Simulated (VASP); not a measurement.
# Zr (P6/mmm) in VASP: notebook, part 2 of 2

VASP 6.6.1. Earlier steps stand in the parts before.

### 3 Single point, PBE, collinear spin

This run uses another cell than the first one, of 23.10 Å³/atom.

INCAR reads:

```
SYSTEM = Zr
ALGO = Normal ; EDIFF = 1E-6
ENCUT = 520 ; GGA = PE
ISIF = 2 ; ISMEAR = -1
ISPIN = 2 ; LASPH = .True.
LCHARG = .False. ; LMAXMIX = 4
LORBIT = 11 ; LREAL = .False.
LWAVE = .False. ; MAGMOM = 1 1 1
NBANDS = 29 ; NELM = 150
PREC = Accurate ; SIGMA = 0.05
```

KPOINTS reads:

```
k-points
0
Gamma
  10 10 13
  0 0 0
```

POSCAR reads:

```
Zr
1.0
    5.0422730858      0.0000000000      0.0000000000
   -2.5211365429      4.3667365851      0.0000000000
    0.0000000000      0.0000000000      3.1475788061
Zr
3
Direct
    0.0000000000      1.0000000000      1.0000000000
    0.3333333333      0.6666666667      0.5000000000
    0.6666666667      0.3333333333      0.5000000000
```

Potentials or basis: VASP PAW PBE potentials, release 64 (Zr_sv).

Started as:

```bash
cat potpaw_PBE.64/Zr_sv/POTCAR > POTCAR
mpirun -np 1 vasp_std > vasp.out
```

OUTCAR:

```text
SYSTEM = Zr
   EDIFF = 1E-6
   ENCUT = 520
   GGA = PE
   ISIF = 2
   ISMEAR = -1
   ISPIN = 2
   LASPH = .True.
   LORBIT = 11
   LREAL = .False.
   NELM = 150
   PREC = Accurate

 ion  position               nearest neighbor table
   1  0.000  0.000  0.000-   2 3.31   3 3.31   2 3.31   3 3.31   2 3.31   2 3.31   3 3.31   3 3.31
                             3 3.31   3 3.31   2 3.31   2 3.31
   2  0.333  0.667  0.500-   3 2.91   3 2.91   3 2.91   1 3.31   1 3.31   1 3.31   1 3.31   1 3.31
                             1 3.31
   3  0.667  0.333  0.500-   2 2.91   2 2.91   2 2.91   1 3.31   1 3.31   1 3.31   1 3.31   1 3.31
                             1 3.31

  LATTYP: Found a hexagonal cell.
 ALAT       =     5.0422730858
 C/A-ratio  =     0.6242380673

  Lattice vectors:

 A1 = (   5.0422730858,   0.0000000000,   0.0000000000)
 A2 = (  -2.5211365429,   4.3667365851,   0.0000000000)
 A3 = (   0.0000000000,   0.0000000000,   3.1475788061)

Analysis of symmetry for initial positions (statically):
=====================================================================
 Subroutine PRICEL returns:
[... 1741 lines left out ...]

  FORCE on cell =-STRESS in cart. coord.  units (eV):
  Direction    XX          YY          ZZ          XY          YZ          ZX
  --------------------------------------------------------------------------------------
  -------------------------------------------------------------------------------------
  Total        0.0088636      0.0088636      0.0322063      0.0000000     -0.0000000      0.0000000
  in kB        0.2049098      0.2049098      0.7445447      0.0000000     -0.0000000      0.0000000
  external PRESSURE =       0.3847881 kB  Pullay stress =       0.0000000 kB

 VOLUME and BASIS-vectors are now :
 -----------------------------------------------------------------------------
  energy-cutoff  :      520.00
  volume of cell :       69.30
      direct lattice vectors                 reciprocal lattice vectors
     5.042273086  0.000000000  0.000000000     0.198323253  0.114501983  0.000000000
    -2.521136543  4.366736585  0.000000000     0.000000000  0.229003967  0.000000000
     0.000000000  0.000000000  3.147578806     0.000000000  0.000000000  0.317704516

 POSITION                                       TOTAL-FORCE (eV/Angst)
 -----------------------------------------------------------------------------------
      0.00000      0.00000      0.00000         0.000000      0.000000      0.000000
     -0.00000      2.91116      1.57379         0.000000     -0.000000      0.000000
      2.52114      1.45558      1.57379        -0.000000      0.000000     -0.000000
 -----------------------------------------------------------------------------------
    total drift:                                0.000000      0.000000      0.000000

  FREE ENERGIE OF THE ION-ELECTRON SYSTEM (eV)
  ---------------------------------------------------
  free  energy   TOTEN  =       -25.5725680548 eV

  energy  without entropy=      -25.5485241320  energy(sigma->0) =      -25.56054609

 total charge

# of ion       s       p       d       tot
------------------------------------------
    1        2.221   5.980   1.512   9.714
    2        2.230   5.947   1.724   9.901
    3        2.230   5.947   1.724   9.901
--------------------------------------------------
tot          6.681  17.875   4.960  29.516

 magnetization (x)

# of ion       s       p       d       tot
------------------------------------------
    1       -0.000   0.000  -0.000  -0.000
    2       -0.000  -0.000  -0.000  -0.000
    3       -0.000  -0.000  -0.000  -0.000
--------------------------------------------------
tot         -0.000  -0.000  -0.000  -0.000
```

stdout:

```text
POSCAR found type information on POSCAR Zr
 POSCAR found :  1 types and       3 ions
 scaLAPACK will be used
 LDA part: xc-table for (Slater+PW92), standard interpolation
 POSCAR, INCAR and KPOINTS ok, starting setup
 FFT: planning ... GRIDC
 FFT: planning ... GRID_SOFT
 FFT: planning ... GRID
 WAVECAR not read
 entering main loop
```

Wall time 5 min (1 thread of Intel Xeon Platinum 8259CL at 2.50GHz (Skylake/Cascade Lake), shared host); peak memory 0.4 GiB.

Results:

```yaml
Free_energy: -25.5726 eV
Pressure: 0.0 GPa
Band_gap_on_the_k_mesh: zero (filled and empty bands overlap)
Net_moment: 0.00 μB per cell
Valence_electrons_inside_the_program's_atomic_spheres: Zr 9.71, 9.90 (each value once)
```

Levels at points of the mesh, in eV from the Fermi level:
Spin up:
```csv
k point,band 16,band 17,band 18,band 19,band 20,band 21
"(0.00, 0.00, 0.00)",-0.50,-0.46,-0.46,-0.18,0.83,1.62
"(0.50, 0.00, 0.00)",-0.60,-0.57,-0.47,0.01,0.69,1.13
```
Spin down:
| k point | band 15 | band 16 | band 17 | band 18 | band 19 | band 20 | band 21 | band 22 |
| --- | --- | --- | --- | --- | --- | --- | --- | --- |
| (0.00, 0.00, 0.00) | -0.50 | -0.50 | -0.46 | -0.46 | -0.18 | 0.83 | 1.62 | 1.62 |
| (0.50, 0.00, 0.00) | -2.89 | -0.60 | -0.57 | -0.47 | 0.01 | 0.69 | 1.13 | 1.57 |

### 4 Relaxation of cell and atoms, PBE

This run uses another cell than the first one, of 23.28 Å³/atom.

INCAR reads:

```
SYSTEM = Zr
ALGO     = Normal         ! electronic algorithm
EDIFF    = 1E-6           ! SCF threshold, eV
EDIFFG   = -0.01          ! ionic threshold
ENCUT    = 600            ! plane-wave cutoff, eV
GGA      = PE             ! functional
IBRION   = 2              ! ionic algorithm
ISIF     = 3              ! what is computed and relaxed
ISMEAR   = -1             ! smearing method
LASPH    = .TRUE.         ! aspherical terms in the spheres
LCHARG   = .FALSE.        ! write CHGCAR
LREAL    = .FALSE.        ! projectors in reciprocal space
LWAVE    = .FALSE.        ! write WAVECAR
NELM     = 100            ! most SCF steps
NSW      = 80             ! ionic steps
PREC     = Accurate       ! precision mode
SIGMA    = 0.1            ! smearing width, eV
```

KPOINTS reads:

```
k-points
0
G
  7 7 10
  0 0 0
```

POSCAR reads:

```
Zr
1.0
    5.0859926290      0.0000000000      0.0000000000
   -2.5429963145      4.4045988202      0.0000000000
    0.0000000000      0.0000000000      3.1177134816
Zr
3
Direct
    0.0000000000      0.0000000000      0.0000000000
    0.3333333333      0.6666666667      0.5000000000
    0.6666666667      0.3333333333      0.5000000000
```

Started as:

```bash
cat potpaw_PBE.64/Zr_sv/POTCAR > POTCAR
mpirun -np 1 vasp_std > vasp.out
```

It took 13 min on 1 thread of Intel Xeon 8259CL, shared host; peak memory 0.26 GiB.

It converged, with:

| Item | Value |
| --- | --- |
| Free energy | -25.6112 eV |
| Relaxed volume | 23.13 Å³/atom |
| Relaxed cell | a = 5.048 Å, b = 5.048 Å, c = 3.145 Å, α = 90.00°, β = 90.00°, γ = 120.00° |
| Space group after relaxing (to 0.1 Å) | P6/mmm (No. 191) |
| Energy gained by relaxing | 2.1 meV/atom |
| Ionic steps | 5 |
| Pressure after relaxing | 0.0 GPa |
| Band gap on the k mesh | zero (bands 18 and 19 overlap by 0.44 eV) |

The path:
```
step  energy change (eV)  largest force (eV/Å)  pressure (GPa)  volume (Å³)
   1              0.0000                0.0000           -0.56        69.84
   2             -0.0058                0.0000            0.53        69.02
   3             -0.0061                0.0000            0.34        69.16
   4             -0.0063                0.0000           -0.23        69.57
   5             -0.0064                0.0000            0.00        69.40
```

Final structure:
```xyz
3
Lattice="5.0480 0.0000 0.0000 -2.5240 4.3717 0.0000 0.0000 0.0000 3.1449" Properties=species:S:1:pos:R:3 pbc="T T T"
Zr    0.0000    0.0000    0.0000
Zr    0.0000    2.9144    1.5725
Zr    2.5240    1.4572    1.5725
```

Levels at points of the mesh, in eV from the Fermi level:
```csv
k point,band 14,band 15,band 16,band 17,band 18,band 19,band 20,band 21,band 22
"(0.00, 0.00, 0.00)",-2.32,-0.48,-0.48,-0.44,-0.44,-0.18,0.84,1.64,1.64
"(0.00, 0.00, 0.50)",-2.44,-2.12,-1.84,-1.84,-1.35,1.20,1.20,1.65,1.65
```

### 5 Overview

| task | spin | cell | k mesh | cutoff (eV) | smearing | gap on the mesh (eV) | pressure (GPa) | moment (μB) |
| --- | --- | --- | --- | --- | --- | --- | --- | --- |
| single point | collinear | a = 5.236, b = 5.236, c = 3.269 Å, angles 90.0, 90.0, 120.0°, 3 atoms | 10 × 10 × 13 | 520 | fermi-dirac 0.05 eV | none | -8.8 | 0.00 |
| single point | collinear | a = 5.042, b = 5.042, c = 3.148 Å, angles 90.0, 90.0, 120.0°, 3 atoms | 10 × 10 × 13 | 520 | fermi-dirac 0.05 eV | none | 0.0 | 0.00 |
| relaxation of cell and atoms | off | relaxed from a = 5.086, b = 5.086, c = 3.118 Å, angles 90.0, 90.0, 120.0°, 3 atoms | 7 × 7 × 10 | 600 | fermi-dirac 0.1 eV | none | 0.0 | - |

Alike in all rows: level PBE; potentials or basis VASP PAW PBE potentials, release 64 (Zr_sv).

Caveats: the cell stands under tension (at least some runs).

Absolute energies hang on the potentials; compare differences alone.
